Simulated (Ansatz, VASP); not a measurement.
## One calculation of Mg2Sn, two programs

```
CELL_PARAMETERS angstrom
0.00000 3.37950 3.37950
3.37950 0.00000 3.37950
3.37950 3.37950 0.00000
ATOMIC_POSITIONS crystal
Mg 0.25000 0.25000 0.25000
Mg 0.75000 0.75000 0.75000
Sn 0.00000 0.00000 0.00000
```

Alike in both runs: task single point; functional r2SCAN; k mesh 6 × 6 × 6; occupations gaussian, width 0.05 eV; non-collinear spin, spin-orbit coupling.

|  | VASP | Ansatz |
| --- | --- | --- |
| version | VASP 6.6.1 | Ansatz 0.2.0 |
| potentials or method | VASP PAW PBE potentials, release 64 (Mg, Sn_d), cutoff 660 eV | plane waves, PAW |
| valence electrons in the cell | 18 | 34 |

Ansatz gave:

```
pressure (GPa) : 0.0
```

Question: What did VASP give for the same quantities?

Answer: Pressure (GPa): -0.2.

VASP's potentials were made for PBE, not for r2SCAN. With one functional, cell and mesh, what is left measures potentials, basis and numerics. VASP's potentials hold 18 valence electrons a cell and Ansatz's 34, so a difference there can come from the potentials and not from the codes.
